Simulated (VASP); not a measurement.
Set up this calculation in VASP 6.6.1, as the native input.

* Task: single point
* Functional: PBE
* Dispersion: D3(BJ)
* Potentials or basis: VASP PAW PBE potentials, release 64 (Al, Cu)
* Cutoff: 520 eV
* k mesh: 5 × 4 × 1
* Occupations: gaussian, width 0.1 eV
* Spin: no spin polarisation
* Dipole correction: yes
* Further INCAR settings: LREAL = Auto; ALGO = Normal; EDIFF = 1e-07; NBANDS = 44

The structure of Al16Cu lies in POSCAR:

```
Al16Cu
1.0
    5.6314608543      0.0000000000      0.0000000000
    0.0000000000      7.9640883162      0.0000000000
    0.0000000000      0.0000000000     21.3288851192
Al Cu
16 1
Direct
    0.2500000000      0.2500000000      0.1875391038
    0.2500000000      0.7500000000      0.1875391038
    0.7500000000      0.2500000000      0.1875391038
    0.7500000000      0.7500000000      0.1875391038
    0.0000000000      0.0000000000      0.2535465489
    0.0000000000      0.5000000000      0.2535465489
    0.5000000000      0.0000000000      0.2535465489
    0.5000000000      0.5000000000      0.2535465489
    0.2500000000      0.2500000000      0.3225569796
    0.2500000000      0.7500000000      0.3225569796
    0.7500000000      0.2500000000      0.3225569796
    0.7500000000      0.7500000000      0.3225569796
    0.0000000000      0.0000000000      0.3858094351
    0.0000000000      0.5000000000      0.3858094351
    0.5000000000      0.0000000000      0.3858094351
    0.5000000000      0.5000000000      0.3858094351
    0.0000000000      0.0000000000      0.5170868078
```

The input as run:

INCAR

```
SYSTEM = Al16Cu
PREC = Accurate
ENCUT = 520
EDIFF = 1E-7
ISMEAR = 0
SIGMA = 0.1
LREAL = Auto
LASPH = .TRUE.
NELM = 80
ALGO = Normal
ISIF = 2
LWAVE = .FALSE.
LCHARG = .TRUE.
LDIPOL = .TRUE.
IDIPOL = 3
DIPOL = 0.5 0.5 0.301
GGA = PE
IVDW = 12
LELF = .TRUE.
LVHAR = .TRUE.
LVACPOTAV = .TRUE.
NBANDS = 44
```

KPOINTS

```
Automatic mesh
0
G
  5 4 1
  0 0 0
```

Potentials or basis: VASP PAW PBE potentials, release 64 (Al, Cu).

Run with:

```sh
$ cat potpaw_PBE.64/Al/POTCAR potpaw_PBE.64/Cu/POTCAR > POTCAR
$ mpirun -np 1 vasp_std > vasp.out
```

Results of the run:

| Item | Value |
| --- | --- |
| Largest force | 1.229 eV/Å |
| Dispersion energy per atom | -0.209 eV |

Run time: 16 min on 1 thread of AMD EPYC 9R14 (Zen 4) (shared host), peak memory 0.84 GiB.
